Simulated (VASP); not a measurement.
# Re (C2/m) in VASP: single point with PBE

Aim: the single point of Re with PBE.

Everything below comes from runs of VASP 6.6.1. Logs are shortened: lines on timing, memory, paths and dates and some standing lists are left out, and cuts for length are marked.

### Step 1. The cell of the first run

Symmetry: C2/m, No. 12, monoclinic system. The conventional cell has a = 4.806 Å, b = 2.775 Å, c = 4.484 Å, α = 90.00°, β = 90.00°, γ = 90.00°. Within 3.3 Å of Re (site symmetry m) lie 12 Re at 2.27 to 3.21 Å.

### Step 2. Single point, PBE (atoms displaced along several vibrational modes)

File INCAR:

```
ALGO = Fast
EDIFF = 1E-7
ENCUT = 520
GGA = PE
ISIF = 2
ISMEAR = 0
LASPH = True
LCHARG = False
LREAL = False
LWAVE = False
NBANDS = 14
NELM = 60
PREC = Accurate
SIGMA = 0.15
```

File KPOINTS:

```
k-points
0
Gamma
  18 18 10
```

File POSCAR:

```
Re
1.0
    2.7748241524      0.0000000000      0.0000000000
   -1.3874120762      2.4030682070      0.0000000000
    0.0000000000      0.0000000000      4.4842238099
Re
2
Direct
    0.3503948549      0.7007897098      0.1958100197
    0.6496051451      0.2992102902      0.8041899803
```

Potentials or basis: VASP PAW PBE potentials, release 64 (Re).

Command:

```sh
cat potpaw_PBE.64/Re/POTCAR > POTCAR
mpirun -np 1 vasp_std > vasp.out
```

OUTCAR:

```text
EDIFF = 1E-7
   ENCUT = 520
   GGA = PE
   ISIF = 2
   ISMEAR = 0
   LASPH = True
   LREAL = False
   NELM = 60
   PREC = Accurate

 ion  position               nearest neighbor table
   1  0.350  0.701  0.196-   2 2.27   2 2.44   2 2.44   2 3.08   2 3.21   2 3.21
   2  0.650  0.299  0.804-   1 2.27   1 2.44   1 2.44   1 3.08   1 3.21   1 3.21

  LATTYP: Found a hexagonal cell.
 ALAT       =     2.7748241524
 C/A-ratio  =     1.6160389140

  Lattice vectors:

 A1 = (   2.7748241524,   0.0000000000,   0.0000000000)
 A2 = (  -1.3874120762,   2.4030682070,   0.0000000000)
 A3 = (   0.0000000000,   0.0000000000,   4.4842238099)

Analysis of symmetry for initial positions (statically):
=====================================================================
 Subroutine PRICEL returns:
 Original cell was already a primitive cell.

 Routine SETGRP: Setting up the symmetry group for a
 hexagonal supercell.

 Subroutine GETGRP returns: Found  4 space group operations
 (whereof  4 operations were pure point group operations)
 out of a pool of 24 trial point group operations.

The static configuration has the point symmetry C_2h.

Analysis of symmetry for dynamics (positions and initial velocities):
=====================================================================
 Subroutine PRICEL returns:
 Original cell was already a primitive cell.

 Routine SETGRP: Setting up the symmetry group for a
 hexagonal supercell.

 Subroutine GETGRP returns: Found  4 space group operations
 (whereof  4 operations were pure point group operations)
 out of a pool of 24 trial point group operations.

The dynamic configuration has the point symmetry C_2h.

 Subroutine INISYM returns: Found  4 space group operations
 (whereof  4 operations are pure point group operations),
 and found     1 'primitive' translations

----------------------------------------------------------------------------------------

                                     Primitive cell

  volume of cell :      29.9012

  direct lattice vectors                    reciprocal lattice vectors
     2.774824152  0.000000000  0.000000000     0.360383197  0.208067336  0.000000000
    -1.387412076  2.403068207  0.000000000     0.000000000  0.416134672  0.000000000
     0.000000000  0.000000000  4.484223810     0.000000000  0.000000000  0.223004034

  length of vectors
     2.774824152  2.774824152  4.484223810     0.416134672  0.416134672  0.223004034

  position of ions in fractional coordinates (direct lattice)
     0.350394855  0.700789710  0.195810020
     0.649605145  0.299210290  0.804189980

  ion indices of the primitive-cell ions
   primitive index   ion index
                 1           1
                 2           2

----------------------------------------------------------------------------------------

 KPOINTS: k-points

Automatic generation of k-mesh.
 Grid dimensions read from file:
 generate k-points for:   18   18   10

 Generating k-lattice:

  Cartesian coordinates                     Fractional coordinates (reciprocal lattice)
     0.020021289  0.011559296  0.000000000     0.055555556  0.000000000  0.000000000
     0.000000000  0.023118593  0.000000000     0.000000000  0.055555556  0.000000000
     0.000000000  0.000000000  0.022300403     0.000000000  0.000000000  0.100000000

  Length of vectors
     0.023118593  0.023118593  0.022300403

  Shift w.r.t. Gamma in fractional coordinates (k-lattice)
     0.000000000  0.000000000  0.000000000

 Subroutine IBZKPT returns following result:
 ===========================================

 Found    866 irreducible k-points:

 Following reciprocal coordinates:
            Coordinates               Weight
  0.000000  0.000000  0.000000      1.000000
  0.055556  0.000000  0.000000      4.000000
  0.000000  0.055556  0.000000      2.000000
  0.111111  0.000000  0.000000      4.000000
  0.000000  0.111111  0.000000      2.000000
  0.166667  0.000000  0.000000      4.000000
[... 16 lines left out ...]
 -0.055556  0.166667  0.000000      4.000000
 -0.166667  0.111111  0.000000      4.000000
 [... further k-points ...]
   k-points           NKPTS =    866   k-points in BZ     NKDIM =    866   number of bands    NBANDS=     14
   number of dos      NEDOS =    301   number of ions     NIONS =      2
   total plane-waves  NPLWV =  20736
   dimension x,y,z NGX =    24 NGY =   24 NGZ =   36
   dimension x,y,z NGXF=    48 NGYF=   48 NGZF=   72
   ions per type =               2
   NGX,Y,Z   is equivalent  to a cutoff of  14.38, 14.38, 13.35 a.u.
   NGXF,Y,Z  is equivalent  to a cutoff of  28.76, 28.76, 26.69 a.u.
 SYSTEM =  unknown system
   PREC   = accura    normal or accurate (medium, high low for compatibility)
   ISTART =      0    job   : 0-new  1-cont  2-samecut
   ICHARG =      2    charge: 1-file 2-atom 10-const
   ISPIN  =      1    spin polarized calculation?
   LNONCOLLINEAR =      F non collinear calculations
   LSORBIT =      F    spin-orbit coupling
   LASPH  =      T    aspherical Exc in radial PAW
   ENCUT  =  520.0 eV  38.22 Ry    6.18 a.u.   5.16  5.16  8.34*2*pi/ulx,y,z
   NELM   =     60;   NELMIN=  2; NELMDL= -5     # of ELM steps
   EDIFF  = 0.1E-06   stopping-criterion for ELM
   LREAL  =      F    real-space projection
   EDIFFG = 0.1E-05   stopping-criterion for IOM
   NSW    =      0    number of steps for IOM
   IBRION =     -1    ionic relax: 0-MD 1-quasi-New 2-CG
   NFREE  =      0    steps in history (QN), initial steepest desc. (CG)
   ISIF   =      2    stress and relaxation
   ISYM   =      2    0-nonsym 1-usesym 2-fastsym
   POTIM  = 0.5000    time-step for ionic-motion
   TEBEG  =    0.0;   TEEND  =   0.0 temperature during run
   PSTRESS=    0.0 pullay stress
   NELECT =      14.0000    total number of electrons
   NUPDOWN=      -1.0000    fix difference up-down
   EMIN   =  10.00;   EMAX   =-10.00  energy-range for DOS
   EFERMI =   0.00;   METHOD = LEGACY
   ISMEAR =     0;   SIGMA  =   0.15  broadening in eV -4-tet -1-fermi 0-gaus
   EFERMI_NEDOS =   21; number of points for ismear=-14 and -15
   IALGO  =     68    algorithm
   IMIX   =      4    mixing-type and parameters
     AMIX     =   0.40;   BMIX     =  1.00
     AMIX_MAG =   1.60;   BMIX_MAG =  1.00
  volume/ion in A,a.u.               =      14.95       100.89
  Fermi-wavevector in a.u.,A,eV,Ry     =   1.271221  2.402260 21.987070  1.616004
  Thomas-Fermi vector in A             =   2.404166
   LORBIT       =      0    0 simple, 1 ext, 2 COOP (PROOUT), +10 PAW based schemes
   GGA     = PE    functional components
   LHFCALC =     F    Hartree Fock is set to
   AEXX    =    0.0000 exact exchange contribution
   IVDW    =     0    specifies the selected vdW correction
   LEPSILON=     F    determine dielectric tensor
   LRPA    =     F    only Hartree local field effects (RPA)
 non-spin polarized calculation
 RMM-DIIS sequential band-by-band and
 Gauss-broadening in eV      SIGMA  =   0.15
  energy-cutoff  :      520.00
  volume of cell :       29.90
 maximum number of plane-waves:       817
 NGX is ok and might be reduce to    24
   NGX = 11   NGY = 11   NGZ = 17

 number of electron      14.0000000 magnetization

 Free energy of the ion-electron system (eV)
  ---------------------------------------------------
  ext. energy  EPLUGINS =         0.00000000
  ---------------------------------------------------
  free energy    TOTEN  =       -23.30403254 eV

  energy without entropy =      -23.29061062  energy(sigma->0) =      -23.29732158

 E-fermi :   7.9370     XC(G=0): -13.4755

 val. band max:        7.9362043559   @ k =   0.2222   0.1111   0.0000
 cond. band min:       7.9378498958   @ k =  -0.3889  -0.1111   0.4000
 fundamental gap:      0.0016455400
 Fermi energy:         7.9370015398

 k-point     1 :       0.0000    0.0000    0.0000
  band No.  band energies     occupation
      1      -1.9866      2.00000
      2       0.5153      2.00000
      3       4.9537      2.00000
      4       5.1494      2.00000
      5       5.1535      2.00000
      6       5.3062      2.00000
      7       6.4004      2.00000
      8       8.5669      0.00000
      9       9.5672      0.00000
     10      10.4522      0.00000
     11      11.3140      0.00000
     12      12.5513      0.00000
     13      14.8383      0.00000
     14      21.3096      0.00000

 k-point     2 :       0.0556    0.0000    0.0000
  band No.  band energies     occupation
      1      -1.8566      2.00000
      2       0.6224      2.00000
      3       4.7038      2.00000
      4       5.1693      2.00000
      5       5.2216      2.00000
      6       5.3243      2.00000
      7       6.5631      2.00000
      8       8.5014      0.00000
      9       9.3817      0.00000
     10       9.8351      0.00000
     11      11.9130      0.00000
     12      12.8848      0.00000
     13      14.9374      0.00000
     14      21.5978      0.00000

 k-point     3 :       0.0000    0.0556    0.0000
  band No.  band energies     occupation
      1      -1.8569      2.00000
      2       0.6396      2.00000
      3       4.7567      2.00000
      4       5.0562      2.00000
      5       5.2323      2.00000
      6       5.3886      2.00000
      7       6.5394      2.00000
      8       8.4811      0.00000
      9       9.4658      0.00000
     10       9.9096      0.00000
     11      11.4558      0.00000
     12      13.1500      0.00000
     13      15.0109      0.00000
     14      21.5681      0.00000
[... 324 lines left out ...]
 k-point    23 :      -0.0556    0.1667    0.0000
  band No.  band energies     occupation
      1      -1.1165      2.00000
      2       1.3003      2.00000
      3       3.9343      2.00000
      4       4.7017      2.00000
      5       5.5182      2.00000
      6       5.8956      2.00000
      7       6.9320      2.00000
      8       8.0665      0.22216
      9       8.4612      0.00000
     10       9.4539      0.00000
     11      11.9347      0.00000
     12      14.8920      0.00000
     13      15.9225      0.00000
     14      22.8293      0.00000

 k-point    24 :      -0.1667    0.1111    0.0000
  band No.  band energies     occupation
      1      -1.1163      2.00000
      2       1.1671      2.00000
      3       3.8265      2.00000
      4       4.7602      2.00000
      5       5.3232      2.00000
      6       6.0891      2.00000
      7       7.1617      2.00000
      8       7.7487      1.92423
      9       8.8173      0.00000
     10       9.2080      0.00000
     11      12.9046      0.00000
     12      14.4310      0.00000
     13      15.3931      0.00000
     14      23.2303      0.00000

 [... further k-points ...]

------------------------ aborting loop because EDIFF is reached ----------------------------------------

  FORCE on cell =-STRESS in cart. coord.  units (eV):
  Direction    XX          YY          ZZ          XY          YZ          ZX
  --------------------------------------------------------------------------------------
  -------------------------------------------------------------------------------------
  Total        5.5682992      8.2724874     10.1815075      0.0000000     -2.1035693      0.0000000
  in kB      298.3625426    443.2592975    545.5490734      0.0000000   -112.7141830      0.0000000
  external PRESSURE =     429.0569712 kB  Pullay stress =       0.0000000 kB

 VOLUME and BASIS-vectors are now :
 -----------------------------------------------------------------------------
  energy-cutoff  :      520.00
  volume of cell :       29.90
      direct lattice vectors                 reciprocal lattice vectors
     2.774824152  0.000000000  0.000000000     0.360383197  0.208067336  0.000000000
    -1.387412076  2.403068207  0.000000000     0.000000000  0.416134672  0.000000000
     0.000000000  0.000000000  4.484223810     0.000000000  0.000000000  0.223004034

 POSITION                                       TOTAL-FORCE (eV/Angst)
 -----------------------------------------------------------------------------------
      0.00000      1.68405      0.87806         0.000000     -1.588118      8.129448
      1.38741      0.71902      3.60617         0.000000      1.588118     -8.129448
 -----------------------------------------------------------------------------------
    total drift:                                0.000000      0.000000      0.000000

  FREE ENERGIE OF THE ION-ELECTRON SYSTEM (eV)
  ---------------------------------------------------
  free  energy   TOTEN  =       -23.3040325431 eV

  energy  without entropy=      -23.2906106183  energy(sigma->0) =      -23.29732158
```

Run time: 9.2 min. Hardware: 1 thread of Oxide Virtual Turin-like, shared host; peak memory 0.39 GiB.

Results:

| Property | Result |
| --- | --- |
| Free energy | -23.3040 eV |
| Pressure | 42.9 GPa |
| Largest force | 8.283 eV/Å |
| Band gap on the k mesh | zero (bands 7 and 8 overlap by 2.76 eV) |

Forces on the atoms (eV/Å):
```
Re   0.000 -1.588  8.129
Re   0.000  1.588 -8.129
```

Caveat: the cell differs from its parent crystal (atoms displaced along several vibrational modes); the stress differs along the axes, from 30 to 55 GPa; spin-orbit coupling is left out, which moves the levels of the heavy elements; forces of over 1 eV/Å act on the atoms, so gaps and moduli don't describe the material at rest.
